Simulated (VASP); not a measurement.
# MgO (P6_3mc) in VASP: further runs

The runs below take MgO through single point, with PBEsol.

Program: VASP 6.6.1. These are calculated values, not measurements. Logs are shortened: lines on timing, memory, paths and dates and some standing lists are left out, and cuts for length are marked.

### Step 1. The cell of the first run

Symmetry: P6_3mc, No. 186, hexagonal system. Conventional cell: a = 3.303 Å, b = 3.303 Å, c = 5.019 Å, α = 90.00°, β = 90.00°, γ = 120.00°. Mg (site symmetry 3m) has 4 O at 1.94 to 2.17 Å within 2.6 Å. Within 2.6 Å of O (site symmetry 3m) lie 4 Mg at 1.94 to 2.17 Å.

### Step 2. Single point, PBEsol (c/a of the conventional cell at fixed volume 1.5194)

File INCAR:

```
PREC = Accurate
ENCUT = 520
EDIFF = 1E-6
ISMEAR = 0
SIGMA = 0.05
LREAL = F
LASPH = T
NELM = 80
ALGO = Normal
ISIF = 2
LWAVE = F
LCHARG = F
GGA = PS
NBANDS = 16
```

File KPOINTS:

```
regular mesh
0
Gamma
  9 9 6
```

File POSCAR:

```
MgO
1.0
    3.3034678116      0.0000000000      0.0000000000
   -1.6517339058      2.8608870454      0.0000000000
    0.0000000000      0.0000000000      5.0193879762
Mg O
2 2
Direct
    0.3333333333      0.6666666667     -0.0317643073
    0.6666666667      0.3333333333      0.4682356927
    0.3333333333      0.6666666667      0.4009416620
    0.6666666667      0.3333333333      0.9009416620
```

Potentials or basis: VASP PAW PBE potentials, release 64 (Mg, O).

Command:

```sh
> cat potpaw_PBE.64/Mg/POTCAR potpaw_PBE.64/O/POTCAR > POTCAR
> mpirun -np 1 vasp_std > vasp.out
```

OUTCAR:

```text
PREC = Accurate
   ENCUT = 520
   EDIFF = 1E-6
   ISMEAR = 0
   LREAL = F
   LASPH = T
   NELM = 80
   ISIF = 2
   GGA = PS

 ion  position               nearest neighbor table
   1  0.333  0.667  0.968-   4 1.94   4 1.94   4 1.94   3 2.17   2 3.15   2 3.15   2 3.15   2 3.15
                             2 3.15   2 3.15
   2  0.667  0.333  0.468-   3 1.94   3 1.94   3 1.94   4 2.17   1 3.15   1 3.15   1 3.15   1 3.15
                             1 3.15   1 3.15
   3  0.333  0.667  0.401-   2 1.94   2 1.94   2 1.94   1 2.17
   4  0.667  0.333  0.901-   1 1.94   1 1.94   1 1.94   2 2.17

  LATTYP: Found a hexagonal cell.
 ALAT       =     3.3034678116
 C/A-ratio  =     1.5194299634

  Lattice vectors:

 A1 = (   3.3034678116,   0.0000000000,   0.0000000000)
 A2 = (  -1.6517339058,   2.8608870454,   0.0000000000)
 A3 = (   0.0000000000,   0.0000000000,   5.0193879762)

Analysis of symmetry for initial positions (statically):
=====================================================================
 Subroutine PRICEL returns:
 Original cell was already a primitive cell.

 Routine SETGRP: Setting up the symmetry group for a
 hexagonal supercell.

 Subroutine GETGRP returns: Found 12 space group operations
 (whereof  6 operations were pure point group operations)
 out of a pool of 24 trial point group operations.

The static configuration has the point symmetry C_3v.
 The point group associated with its full space group is C_6v.

Analysis of symmetry for dynamics (positions and initial velocities):
=====================================================================
 Subroutine PRICEL returns:
 Original cell was already a primitive cell.

 Routine SETGRP: Setting up the symmetry group for a
 hexagonal supercell.

 Subroutine GETGRP returns: Found 12 space group operations
 (whereof  6 operations were pure point group operations)
 out of a pool of 24 trial point group operations.

The dynamic configuration has the point symmetry C_3v.
 The point group associated with its full space group is C_6v.

 Subroutine INISYM returns: Found 12 space group operations
 (whereof  6 operations are pure point group operations),
 and found     1 'primitive' translations

----------------------------------------------------------------------------------------

                                     Primitive cell

  volume of cell :      47.4375

  direct lattice vectors                    reciprocal lattice vectors
     3.303467812  0.000000000  0.000000000     0.302712197  0.174770969  0.000000000
    -1.651733906  2.860887045  0.000000000     0.000000000  0.349541937  0.000000000
     0.000000000  0.000000000  5.019387976     0.000000000  0.000000000  0.199227476

  length of vectors
     3.303467812  3.303467812  5.019387976     0.349541937  0.349541937  0.199227476

  position of ions in fractional coordinates (direct lattice)
     0.333333333  0.666666667  0.968235693
     0.666666667  0.333333333  0.468235693
     0.333333333  0.666666667  0.400941662
     0.666666667  0.333333333  0.900941662

  ion indices of the primitive-cell ions
   primitive index   ion index
                 1           1
                 2           2
                 3           3
                 4           4

----------------------------------------------------------------------------------------

 KPOINTS: regular mesh

Automatic generation of k-mesh.
 Grid dimensions read from file:
 generate k-points for:    9    9    6

 Generating k-lattice:

  Cartesian coordinates                     Fractional coordinates (reciprocal lattice)
     0.033634689  0.019418997  0.000000000     0.111111111 -0.000000000  0.000000000
     0.000000000  0.038837993  0.000000000     0.000000000  0.111111111  0.000000000
     0.000000000  0.000000000  0.033204579     0.000000000  0.000000000  0.166666667

  Length of vectors
     0.038837993  0.038837993  0.033204579

  Shift w.r.t. Gamma in fractional coordinates (k-lattice)
     0.000000000  0.000000000  0.000000000

 Subroutine IBZKPT returns following result:
 ===========================================

 Found     48 irreducible k-points:

 Following reciprocal coordinates:
            Coordinates               Weight
  0.000000  0.000000  0.000000      1.000000
  0.111111  0.000000  0.000000      6.000000
  0.222222  0.000000  0.000000      6.000000
  0.333333  0.000000  0.000000      6.000000
  0.444444  0.000000  0.000000      6.000000
  0.111111  0.111111  0.000000      6.000000
[... 16 lines left out ...]
  0.333333  0.222222  0.166667     24.000000
  0.333333  0.333333  0.166667      4.000000
 [... further k-points ...]
   k-points           NKPTS =     48   k-points in BZ     NKDIM =     48   number of bands    NBANDS=     16
   number of dos      NEDOS =    301   number of ions     NIONS =      4
   total plane-waves  NPLWV =  31360
   dimension x,y,z NGX =    28 NGY =   28 NGZ =   40
   dimension x,y,z NGXF=    56 NGYF=   56 NGZF=   80
   ions per type =               2   2
   NGX,Y,Z   is equivalent  to a cutoff of  14.09, 14.09, 13.25 a.u.
   NGXF,Y,Z  is equivalent  to a cutoff of  28.18, 28.18, 26.50 a.u.
 SYSTEM =  unknown system
   PREC   = accura    normal or accurate (medium, high low for compatibility)
   ISTART =      0    job   : 0-new  1-cont  2-samecut
   ICHARG =      2    charge: 1-file 2-atom 10-const
   ISPIN  =      1    spin polarized calculation?
   LNONCOLLINEAR =      F non collinear calculations
   LSORBIT =      F    spin-orbit coupling
   LASPH  =      T    aspherical Exc in radial PAW
   ENCUT  =  520.0 eV  38.22 Ry    6.18 a.u.   6.14  6.14  9.33*2*pi/ulx,y,z
   NELM   =     80;   NELMIN=  2; NELMDL= -5     # of ELM steps
   EDIFF  = 0.1E-05   stopping-criterion for ELM
   LREAL  =      F    real-space projection
   EDIFFG = 0.1E-04   stopping-criterion for IOM
   NSW    =      0    number of steps for IOM
   IBRION =     -1    ionic relax: 0-MD 1-quasi-New 2-CG
   NFREE  =      0    steps in history (QN), initial steepest desc. (CG)
   ISIF   =      2    stress and relaxation
   ISYM   =      2    0-nonsym 1-usesym 2-fastsym
   POTIM  = 0.5000    time-step for ionic-motion
   TEBEG  =    0.0;   TEEND  =   0.0 temperature during run
   PSTRESS=    0.0 pullay stress
   NELECT =      16.0000    total number of electrons
   NUPDOWN=      -1.0000    fix difference up-down
   EMIN   =  10.00;   EMAX   =-10.00  energy-range for DOS
   EFERMI =   0.00;   METHOD = LEGACY
   ISMEAR =     0;   SIGMA  =   0.05  broadening in eV -4-tet -1-fermi 0-gaus
   EFERMI_NEDOS =   21; number of points for ismear=-14 and -15
   IALGO  =     38    algorithm
   IMIX   =      4    mixing-type and parameters
     AMIX     =   0.40;   BMIX     =  1.00
     AMIX_MAG =   1.60;   BMIX_MAG =  1.00
  volume/ion in A,a.u.               =      11.86        80.03
  Fermi-wavevector in a.u.,A,eV,Ry     =   1.139570  2.153475 17.668792  1.298620
  Thomas-Fermi vector in A             =   2.276273
   LORBIT       =      0    0 simple, 1 ext, 2 COOP (PROOUT), +10 PAW based schemes
   GGA     = PS    functional components
   LHFCALC =     F    Hartree Fock is set to
   AEXX    =    0.0000 exact exchange contribution
   IVDW    =     0    specifies the selected vdW correction
   LEPSILON=     F    determine dielectric tensor
   LRPA    =     F    only Hartree local field effects (RPA)
 non-spin polarized calculation
 Gauss-broadening in eV      SIGMA  =   0.05
  energy-cutoff  :      520.00
  volume of cell :       47.44
 maximum number of plane-waves:      1296
 NGX is ok and might be reduce to    28
   NGX = 13   NGY = 13   NGZ = 19

 number of electron      15.9999997 magnetization

 Free energy of the ion-electron system (eV)
  ---------------------------------------------------
  ext. energy  EPLUGINS =         0.00000000
  ---------------------------------------------------
  free energy    TOTEN  =       -24.41137856 eV

  energy without entropy =      -24.41137856  energy(sigma->0) =      -24.41137856

 E-fermi :   1.4554     XC(G=0):  -9.9633

 val. band max:        1.2204935269   @ k =   0.0000   0.0000   0.0000
 cond. band min:       4.3071567672   @ k =   0.0000   0.0000   0.0000
 fundamental gap:      3.0866632403
 Fermi energy:         1.4553755375

 k-point     1 :       0.0000    0.0000    0.0000
  band No.  band energies     occupation
      1     -15.1716      2.00000
      2     -14.3639      2.00000
      3      -2.3049      2.00000
      4       0.1407      2.00000
      5       0.1407      2.00000
      6       0.4941      2.00000
[... 8 lines left out ...]
     15      17.2621      0.00000
     16      17.2621      0.00000

 k-point     2 :       0.1111    0.0000    0.0000
  band No.  band energies     occupation
      1     -15.1083      2.00000
      2     -14.3411      2.00000
      3      -2.1828      2.00000
      4      -0.1530      2.00000
      5       0.0649      2.00000
      6       0.1293      2.00000
[... 8 lines left out ...]
     15      16.7716      0.00000
     16      17.1199      0.00000

 k-point     3 :       0.2222    0.0000    0.0000
  band No.  band energies     occupation
      1     -14.9377      2.00000
      2     -14.2894      2.00000
      3      -1.8361      2.00000
      4      -0.9348      2.00000
      5      -0.4196      2.00000
      6      -0.0952      2.00000
[... 8 lines left out ...]
     15      15.6128      0.00000
     16      16.1530      0.00000

 k-point     4 :       0.3333    0.0000    0.0000
  band No.  band energies     occupation
      1     -14.7168      2.00000
      2     -14.2495      2.00000
      3      -1.6842      2.00000
      4      -1.3265      2.00000
      5      -0.8973      2.00000
      6      -0.2496      2.00000
[... 8 lines left out ...]
     15      15.0718      0.00000
     16      16.4183      0.00000
[... 324 lines left out ...]
 k-point    22 :       0.2222    0.2222    0.1667
  band No.  band energies     occupation
      1     -14.5825      2.00000
      2     -14.2659      2.00000
      3      -1.6976      2.00000
      4      -1.5131      2.00000
      5      -0.5231      2.00000
      6      -0.4963      2.00000
[... 8 lines left out ...]
     15      14.2480      0.00000
     16      17.3372      0.00000

 k-point    23 :       0.3333    0.2222    0.1667
  band No.  band energies     occupation
      1     -14.4338      2.00000
      2     -14.2783      2.00000
      3      -1.8948      2.00000
      4      -1.3342      2.00000
      5      -0.9075      2.00000
      6      -0.2491      2.00000
[... 8 lines left out ...]
     15      14.0794      0.00000
     16      17.3514      0.00000

 k-point    24 :       0.3333    0.3333    0.1667
  band No.  band energies     occupation
      1     -14.3326      2.00000
      2     -14.3326      2.00000
      3      -1.7510      2.00000
      4      -1.2065      2.00000
      5      -1.2065      2.00000
      6      -0.4532      2.00000
[... 8 lines left out ...]
     15      14.0262      0.00000
     16      18.3503      0.00000

 [... further k-points ...]
[... 5 lines left out ...]
  --------------------------------------------------------------------------------------
  -------------------------------------------------------------------------------------
  Total        1.3578371      1.3578371     -2.6450623      0.0000000      0.0000000      0.0000000
  in kB       45.8602791     45.8602791    -89.3356762      0.0000000      0.0000000      0.0000000
  external PRESSURE =       0.7949606 kB  Pullay stress =       0.0000000 kB

 VOLUME and BASIS-vectors are now :
 -----------------------------------------------------------------------------
  energy-cutoff  :      520.00
  volume of cell :       47.44
      direct lattice vectors                 reciprocal lattice vectors
     3.303467812  0.000000000  0.000000000     0.302712197  0.174770969  0.000000000
    -1.651733906  2.860887045  0.000000000     0.000000000  0.349541937  0.000000000
     0.000000000  0.000000000  5.019387976     0.000000000  0.000000000  0.199227476

 POSITION                                       TOTAL-FORCE (eV/Angst)
 -----------------------------------------------------------------------------------
     -0.00000      1.90726      4.85995        -0.000000      0.000000      0.605216
      1.65173      0.95363      2.35026         0.000000      0.000000      0.605216
     -0.00000      1.90726      2.01248         0.000000      0.000000     -0.605216
      1.65173      0.95363      4.52218        -0.000000     -0.000000     -0.605216
 -----------------------------------------------------------------------------------
    total drift:                               -0.000000      0.000000     -0.000357

  FREE ENERGIE OF THE ION-ELECTRON SYSTEM (eV)
  ---------------------------------------------------
  free  energy   TOTEN  =       -24.4113785649 eV

  energy  without entropy=      -24.4113785649  energy(sigma->0) =      -24.41137856
```

It took 14 s on 1 thread of Intel Xeon 6975P-C (Granite Rapids), shared host; peak memory 0.19 GiB.

Results:

* Free energy: -24.4114 eV
* Pressure: 0.1 GPa
* Largest force: 0.605 eV/Å
* Band gap on the k mesh: 3.09 eV, direct

Forces on the atoms (eV/Å):
```
Mg   0.000  0.000  0.605
Mg   0.000  0.000  0.605
O    0.000  0.000 -0.605
O    0.000  0.000 -0.605
```

Levels at points of the mesh, in eV from the valence-band top:
```tsv
k point	band 4	band 5	band 6	band 7	band 8	band 9	band 10	band 11	band 12	band 13
(0.00, 0.00, 0.00)	-1.08	-1.08	-0.73	-0.73	0.00	3.09	8.43	9.93	13.88	13.88
(0.00, 0.00, 0.50)	-2.20	-0.91	-0.91	-0.91	-0.91	5.75	5.75	12.74	12.74	14.31
```

Caveat: the PAW data sets were made with another functional, which shifts forces and pressure a little.

### Step 3. Single point, PBEsol (c/a of the conventional cell at fixed volume 1.4890)

File INCAR:

```
SYSTEM = MgO
  ALGO = Normal
  EDIFF = 1E-7
  ENCUT = 520
  GGA = PS
  ISIF = 2
  ISMEAR = 0
  LASPH = .True.
  LCHARG = .False.
  LREAL = .False.
  LWAVE = .False.
  NBANDS = 16
  NELM = 80
  PREC = Accurate
  SIGMA = 0.05
```

File KPOINTS:

```
k-points
0
Gamma
  9 9 6
  0 0 0
```

File POSCAR:

```
MgO
1.0
    3.3258200135      0.0000000000      0.0000000000
   -1.6629100067      2.8802446201      0.0000000000
    0.0000000000      0.0000000000      4.9521460001
Mg O
2 2
Direct
    0.3333333333      0.6666666667     -0.0317643073
    0.6666666667      0.3333333333      0.4682356927
    0.3333333333      0.6666666667      0.4009416620
    0.6666666667      0.3333333333      0.9009416620
```

Potentials or basis: VASP PAW PBE potentials, release 64 (Mg, O).

Command:

```sh
> cat potpaw_PBE.64/Mg/POTCAR potpaw_PBE.64/O/POTCAR > POTCAR
> mpirun -np 1 vasp_std > vasp.out
```

It took 18 s on 1 thread of Intel Xeon 6975P-C (Granite Rapids), shared host; peak memory 0.19 GiB.

Results (log left out):

```yaml
Free_energy: -24.4600 eV
Pressure: -0.9 GPa
Largest_force: 0.498 eV/Å
Band_gap_on_the_k_mesh: 3.06 eV, direct
```

Forces on the atoms (eV/Å):
```
Mg   0.000  0.000  0.498
Mg   0.000  0.000  0.498
O    0.000  0.000 -0.498
O    0.000  0.000 -0.498
```

Stress tensor (GPa, compression positive):
```
 2.69  0.00  0.00
 0.00  2.69  0.00
 0.00  0.00 -8.17
```

Levels at points of the mesh, in eV from the valence-band top:
| k point | band 5 | band 6 | band 7 | band 8 | band 9 | band 10 | band 11 | band 12 |
| --- | --- | --- | --- | --- | --- | --- | --- | --- |
| (0.00, 0.00, 0.00) | -1.13 | -0.75 | -0.75 | 0.00 | 3.06 | 8.38 | 10.03 | 13.66 |
| (0.00, 0.00, 0.50) | -0.94 | -0.94 | -0.94 | -0.94 | 5.74 | 5.74 | 12.85 | 12.85 |

Caveat: the PAW data sets were made with another functional, which shifts forces and pressure a little.

### Step 4. Single point, PBEsol (c/a of the conventional cell at fixed volume 1.5498)

File INCAR:

```
PREC = Accurate
ENCUT = 520
EDIFF = 1E-6
ISMEAR = 0
SIGMA = 0.05
LREAL = F
LASPH = T
NELM = 100
ALGO = Normal
ISIF = 2
LWAVE = F
LCHARG = T
GGA = PS
LELF = T
LVHAR = T
NBANDS = 16
```

File KPOINTS:

```
Automatic mesh
0
Gamma
  9 9 6
```

File POSCAR:

```
MgO
1.0
    3.2817469438      0.0000000000      0.0000000000
   -1.6408734719      2.8420762221      0.0000000000
    0.0000000000      0.0000000000      5.0860514134
Mg O
2 2
Direct
    0.3333333333      0.6666666667     -0.0081359286
    0.6666666667      0.3333333333      0.4918640714
    0.3333333333      0.6666666667      0.4009416620
    0.6666666667      0.3333333333      0.9009416620
```

Command:

```sh
> cat potpaw_PBE.64/Mg/POTCAR potpaw_PBE.64/O/POTCAR > POTCAR
> mpirun -np 1 vasp_std > vasp.out
```

Wall time 13 s (1 thread of Intel Xeon 6975P-C (Granite Rapids), shared host); peak memory 0.17 GiB.

It converged, with:

```yaml
Free_energy: -24.5020 eV
Pressure: 0.1 GPa
Largest_force: 0.473 eV/Å
Band_gap_on_the_k_mesh: 3.30 eV, direct
```

Forces on the atoms (eV/Å):
```
Mg   0.000  0.000  0.473
Mg   0.000  0.000  0.473
O    0.000  0.000 -0.473
O    0.000  0.000 -0.473
```

Stress tensor (GPa, compression positive):
```
 3.06  0.00  0.00
 0.00  3.06  0.00
 0.00  0.00 -5.67
```

Levels at points of the mesh, in eV from the valence-band top:
```csv
k point,band 5,band 6,band 7,band 8,band 9,band 10,band 11,band 12
"(0.00, 0.00, 0.00)",-0.79,-0.48,-0.48,0.00,3.30,8.46,10.00,14.19
"(0.00, 0.00, 0.50)",-0.64,-0.64,-0.64,-0.64,5.85,5.85,12.83,12.83
```

Caveat: the PAW data sets were made with another functional, which shifts forces and pressure a little.

(Continued in part 2 of 2.)
